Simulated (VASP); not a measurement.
# MoS2 in VASP: single point with r2SCAN

Aim: the single point of MoS2 with r2SCAN.

All numbers are computed with VASP 6.6.1; they aren't measurements. Logs are shortened: lines on timing, memory, paths and dates and some standing lists are left out, and cuts for length are marked.

## Step 1: The cell of the first run

The typed cell holds 6 atoms: a = 3.160 Å, b = 3.160 Å, c = 12.290 Å, α = 90.00°, β = 90.00°, γ = 120.00°.

## Step 2: Single point, r2SCAN

Contents of POSCAR:

```
MoS2
1.0
    3.1603447200      0.0000000000      0.0000000000
   -1.5801723600      2.7369343200      0.0000000000
    0.0000000000      0.0000000000     12.2903402700
Mo S
2 4
Direct
    0.3333000000      0.6667000000      0.2500000000
    0.6666000000      0.3333000000      0.7500000000
    0.3333000000      0.6667000000      0.6230000000
    0.6666000000      0.3333000000      0.1230000000
    0.3333000000      0.6667000000      0.8770000000
    0.6667000000      0.3334000000      0.3770000000
```

Contents of INCAR.step1:

```
SYSTEM = MoS2
PREC     = Accurate       ! precision mode
ENCUT    = 520            ! plane-wave cutoff, eV
ISMEAR   = 0              ! smearing method
SIGMA    = 0.0184         ! smearing width, eV
LREAL    = .False.        ! projectors in reciprocal space
LASPH    = .True.         ! aspherical terms in the spheres
NELM     = 80             ! most SCF steps
NBANDS   = 35             ! bands
GGA      = PE             ! functional
ALGO     = Normal         ! electronic algorithm
EDIFF    = 1E-4           ! SCF threshold, eV
LWAVE    = .True.         ! write WAVECAR
LCHARG   = .False.        ! write CHGCAR
```

Contents of INCAR.step2:

```
SYSTEM = MoS2
PREC     = Accurate       ! precision mode
ENCUT    = 520            ! plane-wave cutoff, eV
EDIFF    = 1E-6           ! SCF threshold, eV
ISMEAR   = 0              ! smearing method
SIGMA    = 0.0184         ! smearing width, eV
LREAL    = .False.        ! projectors in reciprocal space
LASPH    = .True.         ! aspherical terms in the spheres
NELM     = 80             ! most SCF steps
ALGO     = Normal         ! electronic algorithm
ISIF     = 2              ! what is computed and relaxed
LWAVE    = .False.        ! write WAVECAR
LCHARG   = .False.        ! write CHGCAR
METAGGA  = R2SCAN         ! meta-GGA
LMIXTAU  = .True.       
NBANDS   = 35             ! bands
ISTART   = 1
```

Contents of KPOINTS:

```
regular mesh
0
Gamma
  9 9 2
  0 0 0
```

Potentials or basis: VASP PAW PBE potentials, release 64 (Mo_sv, S).

Run with:

```
$ cat potpaw_PBE.64/Mo_sv/POTCAR potpaw_PBE.64/S/POTCAR > POTCAR
$ cp INCAR.step1 INCAR
$ mpirun -np 1 vasp_std > vasp.out
$ cp INCAR.step2 INCAR
$ mpirun -np 1 vasp_std > vasp.out
```

OUTCAR:

```text
SYSTEM = MoS2
   PREC = Accurate
   ENCUT = 520
   EDIFF = 1E-6
   ISMEAR = 0
   LREAL = .False.
   LASPH = .True.
   NELM = 80
   ISIF = 2
   METAGGA = R2SCAN
   ISTART = 1

 ion  position               nearest neighbor table
   1  0.333  0.667  0.250-   4 2.40   6 2.40   6 2.40   4 2.40   4 2.40   6 2.40
   2  0.667  0.333  0.750-   3 2.40   5 2.40   3 2.40   5 2.40   3 2.40   5 2.40
   3  0.333  0.667  0.623-   2 2.40   2 2.40   2 2.40
   4  0.667  0.333  0.123-   1 2.40   1 2.40   1 2.40
   5  0.333  0.667  0.877-   2 2.40   2 2.40   2 2.40
   6  0.667  0.333  0.377-   1 2.40   1 2.40   1 2.40

  LATTYP: Found a hexagonal cell.
 ALAT       =     3.1603447200
 C/A-ratio  =     3.8889239494

  Lattice vectors:

 A1 = (   3.1603447200,   0.0000000000,   0.0000000000)
 A2 = (  -1.5801723600,   2.7369343200,   0.0000000000)
 A3 = (   0.0000000000,   0.0000000000,  12.2903402700)

Analysis of symmetry for initial positions (statically):
=====================================================================
 Subroutine PRICEL returns:
 Original cell was already a primitive cell.

 Routine SETGRP: Setting up the symmetry group for a
 hexagonal supercell.

 Subroutine GETGRP returns: Found  1 space group operations
 (whereof  1 operations were pure point group operations)
 out of a pool of 24 trial point group operations.

The static configuration has the point symmetry C_1 .

Analysis of symmetry for dynamics (positions and initial velocities):
=====================================================================
 Subroutine PRICEL returns:
 Original cell was already a primitive cell.

 Routine SETGRP: Setting up the symmetry group for a
 hexagonal supercell.

 Subroutine GETGRP returns: Found  1 space group operations
 (whereof  1 operations were pure point group operations)
 out of a pool of 24 trial point group operations.

The dynamic configuration has the point symmetry C_1 .

 Subroutine INISYM returns: Found  1 space group operations
 (whereof  1 operations are pure point group operations),
 and found     1 'primitive' translations

----------------------------------------------------------------------------------------

                                     Primitive cell

  volume of cell :     106.3072

  direct lattice vectors                    reciprocal lattice vectors
     3.160344720  0.000000000  0.000000000     0.316421178  0.182686152  0.000000000
    -1.580172360  2.736934320  0.000000000     0.000000000  0.365372305  0.000000000
     0.000000000  0.000000000 12.290340270     0.000000000  0.000000000  0.081364712

  length of vectors
     3.160344720  3.160340830 12.290340270     0.365371855  0.365372305  0.081364712

  position of ions in fractional coordinates (direct lattice)
     0.333300000  0.666700000  0.250000000
     0.666600000  0.333300000  0.750000000
     0.333300000  0.666700000  0.623000000
     0.666600000  0.333300000  0.123000000
     0.333300000  0.666700000  0.877000000
     0.666700000  0.333400000  0.377000000

  ion indices of the primitive-cell ions
   primitive index   ion index
                 1           1
                 2           2
                 3           3
                 4           4
                 5           5
                 6           6

----------------------------------------------------------------------------------------

 KPOINTS: regular mesh

Automatic generation of k-mesh.
 Grid dimensions read from file:
 generate k-points for:    9    9    2

 Generating k-lattice:

  Cartesian coordinates                     Fractional coordinates (reciprocal lattice)
     0.035157909  0.020298461  0.000000000     0.111111111  0.000000000  0.000000000
     0.000000000  0.040596923  0.000000000     0.000000000  0.111111111  0.000000000
     0.000000000  0.000000000  0.040682356     0.000000000  0.000000000  0.500000000

  Length of vectors
     0.040596873  0.040596923  0.040682356

  Shift w.r.t. Gamma in fractional coordinates (k-lattice)
     0.000000000  0.000000000  0.000000000

 Subroutine IBZKPT returns following result:
 ===========================================

 Found     82 irreducible k-points:

 Following reciprocal coordinates:
            Coordinates               Weight
  0.000000  0.000000  0.000000      1.000000
  0.111111  0.000000  0.000000      2.000000
  0.000000  0.111111  0.000000      2.000000
 -0.111111  0.111111  0.000000      2.000000
  0.222222 -0.000000  0.000000      2.000000
  0.000000  0.222222  0.000000      2.000000
[... 16 lines left out ...]
  0.333333  0.111111  0.000000      2.000000
 -0.111111  0.444444  0.000000      2.000000
 [... further k-points ...]
   k-points           NKPTS =     82   k-points in BZ     NKDIM =     82   number of bands    NBANDS=     35
   number of dos      NEDOS =    301   number of ions     NIONS =      6
   total plane-waves  NPLWV =  55296
   dimension x,y,z NGX =    24 NGY =   24 NGZ =   96
   dimension x,y,z NGXF=    48 NGYF=   48 NGZF=  192
   ions per type =               2   4
   NGX,Y,Z   is equivalent  to a cutoff of  12.62, 12.62, 12.99 a.u.
   NGXF,Y,Z  is equivalent  to a cutoff of  25.25, 25.25, 25.97 a.u.
 SYSTEM =  MoS2
   PREC   = accura    normal or accurate (medium, high low for compatibility)
   ISTART =      1    job   : 0-new  1-cont  2-samecut
   ICHARG =      0    charge: 1-file 2-atom 10-const
   ISPIN  =      1    spin polarized calculation?
   LNONCOLLINEAR =      F non collinear calculations
   LSORBIT =      F    spin-orbit coupling
   LASPH  =      T    aspherical Exc in radial PAW
   ENCUT  =  520.0 eV  38.22 Ry    6.18 a.u.   5.88  5.88 22.85*2*pi/ulx,y,z
   NELM   =     80;   NELMIN=  2; NELMDL=  0     # of ELM steps
   EDIFF  = 0.1E-05   stopping-criterion for ELM
   LREAL  =      F    real-space projection
   EDIFFG = 0.1E-04   stopping-criterion for IOM
   NSW    =      0    number of steps for IOM
   IBRION =     -1    ionic relax: 0-MD 1-quasi-New 2-CG
   NFREE  =      0    steps in history (QN), initial steepest desc. (CG)
   ISIF   =      2    stress and relaxation
   ISYM   =      2    0-nonsym 1-usesym 2-fastsym
   POTIM  = 0.5000    time-step for ionic-motion
   TEBEG  =    0.0;   TEEND  =   0.0 temperature during run
   PSTRESS=    0.0 pullay stress
   NELECT =      52.0000    total number of electrons
   NUPDOWN=      -1.0000    fix difference up-down
   EMIN   =  10.00;   EMAX   =-10.00  energy-range for DOS
   EFERMI =   0.00;   METHOD = LEGACY
   ISMEAR =     0;   SIGMA  =   0.02  broadening in eV -4-tet -1-fermi 0-gaus
   EFERMI_NEDOS =   21; number of points for ismear=-14 and -15
   IALGO  =     38    algorithm
   IMIX   =      4    mixing-type and parameters
     AMIX     =   0.40;   BMIX     =  1.00
     AMIX_MAG =   1.60;   BMIX_MAG =  1.00
  volume/ion in A,a.u.               =      17.72       119.57
  Fermi-wavevector in a.u.,A,eV,Ry     =   1.289897  2.437552 22.637840  1.663834
  Thomas-Fermi vector in A             =   2.421762
   LORBIT       =      0    0 simple, 1 ext, 2 COOP (PROOUT), +10 PAW based schemes
   METAGGA = R2SCAN    functional components
   LHFCALC =     F    Hartree Fock is set to
   AEXX    =    0.0000 exact exchange contribution
   IVDW    =     0    specifies the selected vdW correction
   LEPSILON=     F    determine dielectric tensor
   LRPA    =     F    only Hartree local field effects (RPA)
 non-spin polarized calculation
 Gauss-broadening in eV      SIGMA  =   0.02
  energy-cutoff  :      520.00
  volume of cell :      106.31
 maximum number of plane-waves:      2886
   NGX = 11   NGY = 11   NGZ = 45

 number of electron      51.9999998 magnetization

 Free energy of the ion-electron system (eV)
  ---------------------------------------------------
  ext. energy  EPLUGINS =         0.00000000
  ---------------------------------------------------
  free energy    TOTEN  =       -90.03368742 eV

  energy without entropy =      -90.03368742  energy(sigma->0) =      -90.03368742

 E-fermi :   7.5880     XC(G=0): -11.5467

 val. band max:        7.4986100020   @ k =   0.0000   0.0000   0.0000
 cond. band min:       8.5713784846   @ k =   0.3333  -0.1111   0.0000
 fundamental gap:      1.0727684826
 Fermi energy:         7.5879653591

 k-point     1 :       0.0000    0.0000    0.0000
  band No.  band energies     occupation
      1     -55.9909      2.00000
      2     -55.9909      2.00000
      3     -29.4197      2.00000
      4     -29.4196      2.00000
      5     -29.1816      2.00000
      6     -29.1816      2.00000
[... 27 lines left out ...]
     34      10.0947      0.00000
     35      13.6421      0.00000

 k-point     2 :       0.1111    0.0000    0.0000
  band No.  band energies     occupation
      1     -55.9855      2.00000
      2     -55.9855      2.00000
      3     -29.4093      2.00000
      4     -29.4092      2.00000
      5     -29.2331      2.00000
      6     -29.2331      2.00000
[... 27 lines left out ...]
     34      10.1357      0.00000
     35      14.4809      0.00000

 k-point     3 :       0.0000    0.1111    0.0000
  band No.  band energies     occupation
      1     -55.9855      2.00000
      2     -55.9855      2.00000
      3     -29.4093      2.00000
      4     -29.4092      2.00000
      5     -29.2331      2.00000
      6     -29.2331      2.00000
[... 27 lines left out ...]
     34      10.1351      0.00000
     35      14.4809      0.00000
[... 723 lines left out ...]
 k-point    23 :       0.3333    0.1111    0.0000
  band No.  band energies     occupation
      1     -55.9490      2.00000
      2     -55.9490      2.00000
      3     -29.5519      2.00000
      4     -29.5519      2.00000
      5     -29.3376      2.00000
      6     -29.3375      2.00000
[... 27 lines left out ...]
     34      11.8509      0.00000
     35      14.0991      0.00000

 k-point    24 :      -0.1111    0.4444    0.0000
  band No.  band energies     occupation
      1     -55.9490      2.00000
      2     -55.9490      2.00000
      3     -29.5519      2.00000
      4     -29.5519      2.00000
      5     -29.3375      2.00000
      6     -29.3375      2.00000
[... 27 lines left out ...]
     34      11.8505      0.00000
     35      14.0992      0.00000

 [... further k-points ...]

------------------------ aborting loop because EDIFF is reached ----------------------------------------

  FORCE on cell =-STRESS in cart. coord.  units (eV):
  Direction    XX          YY          ZZ          XY          YZ          ZX
  --------------------------------------------------------------------------------------
  -------------------------------------------------------------------------------------
  Total        1.6532992      1.6561298      0.8943598      0.0003640     -0.0039452     -0.0022795
  in kB       24.9172041     24.9598644     13.4790763      0.0054852     -0.0594587     -0.0343548
  external PRESSURE =      21.1187149 kB  Pullay stress =       0.0000000 kB

 VOLUME and BASIS-vectors are now :
 -----------------------------------------------------------------------------
  energy-cutoff  :      520.00
  volume of cell :      106.31
      direct lattice vectors                 reciprocal lattice vectors
     3.160344720  0.000000000  0.000000000     0.316421178  0.182686152  0.000000000
    -1.580172360  2.736934320  0.000000000     0.000000000  0.365372305  0.000000000
     0.000000000  0.000000000 12.290340270     0.000000000  0.000000000  0.081364712

 POSITION                                       TOTAL-FORCE (eV/Angst)
 -----------------------------------------------------------------------------------
     -0.00016      1.82471      3.07259         0.001646     -0.000965     -0.000000
      1.58001      0.91222      9.21776         0.000007      0.003829      0.000000
     -0.00016      1.82471      7.65688         0.000011     -0.001893      0.106608
      1.58001      0.91222      1.51171        -0.000067      0.001797      0.106610
     -0.00016      1.82471     10.77863        -0.000005     -0.001921     -0.106609
      1.58017      0.91249      4.63346        -0.001593     -0.000846     -0.106610
 -----------------------------------------------------------------------------------
    total drift:                               -0.000000     -0.000003      0.000000

  FREE ENERGIE OF THE ION-ELECTRON SYSTEM (eV)
  ---------------------------------------------------
  free  energy   TOTEN  =       -90.0336874183 eV

  energy  without entropy=      -90.0336874183  energy(sigma->0) =      -90.03368742
```

Wall time 24 min (1 thread of Oxide Virtual Turin-like, shared host); peak memory 0.35 GiB.

What came out:

```yaml
Free_energy: -90.0337 eV
Pressure: 2.1 GPa
Largest_force: 0.107 eV/Å
Band_gap_on_the_k_mesh: 1.07 eV, indirect (least direct gap 1.79 eV)
```

Forces in eV/Å, atoms in the order of the input:
```
Mo   0.002 -0.001  0.000
Mo   0.000  0.004  0.000
S    0.000 -0.002  0.107
S    0.000  0.002  0.107
S    0.000 -0.002 -0.107
S   -0.002 -0.001 -0.107
```

Caveat: the PAW data sets were made with another functional, which shifts forces and pressure a little. r2SCAN opens gaps a little over a GGA but as a rule still falls short of measured ones.
